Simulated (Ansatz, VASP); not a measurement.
# CdAg2 in VASP and in Ansatz

INCAR

```
PREC = Accurate
ENCUT = 520
EDIFF = 1E-6
ISMEAR = -1
SIGMA = 0.05
LREAL = False
LASPH = True
NELM = 60
ALGO = Normal
ISIF = 2
LWAVE = False
LCHARG = False
LDIPOL = True
IDIPOL = 3
DIPOL = 0.5 0.5 0.500
GGA = CA
NBANDS = 24
```

KPOINTS

```
Automatic mesh
0
Gamma
  13 13 1
```

POSCAR

```
CdAg2
1.0
    2.8284417087      0.0000000000      0.0000000000
   -1.4142208543      2.4495023729      0.0000000000
    0.0000000000      0.0000000000     20.6188000000
Ag Cd
2 1
Direct
    0.1666666667      0.3333333333      0.3883709467
    0.8333333333      0.6666666667      0.6116290563
    0.5000000000      1.0000000000      0.4999999966
```

Input for Ansatz:

```yaml
crystal:
  lattice:
    - [2.8284417087, 0.0, 0.0]
    - [-1.4142208543, 2.4495023729, 0.0]
    - [0.0, 0.0, 20.6188]
  atoms:
    - { symbol: Ag, position: [0.1666666667, 0.3333333333, 0.3883709467] }
    - { symbol: Cd, position: [0.5, 1.0, 0.4999999966] }
    - { symbol: Ag, position: [0.8333333333, 0.6666666667, 0.6116290563] }
kpoints:
  mp_grid: { grid: [13, 13, 1] }
scf:
  occupations: { method: fermi_dirac, width: 0.05 }
hamiltonian:
  xc: lda
  pseudopotentials: { kind: paw }
output:
  forces: true
  stress: true
  eigenvalues: true
efield:
  axis: 3
  amplitude: 0
  dipole_correction: true
```

Alike in both runs: task single point; functional LDA; k mesh 13 × 13 × 1; occupations fermi-dirac, width 0.05 eV; no spin polarisation.

|  | VASP | Ansatz |
| --- | --- | --- |
| version | VASP 6.6.1 | Ansatz 0.2.0 |
| potentials or method | VASP PAW LDA potentials, release 64 (Ag, Cd) | PAW with Ansatz's default frozen-core files, scalar-relativistic |
| plane-wave cutoff (eV) | 520 | 420 |
| valence electrons in the cell | 34 | 58 |

Ansatz gave:

```
rms of the force components (eV/Å) : 0.180
```

**Question.** What did VASP give for the same quantities?

**Answer.** rms of the force components (eV/Å): 0.208.

LDA's correlation is that of Perdew and Zunger in VASP and of Perdew and Wang (1992) in Ansatz. VASP's potentials hold 34 valence electrons a cell and Ansatz's 58, so a difference there can come from the potentials and not from the codes.
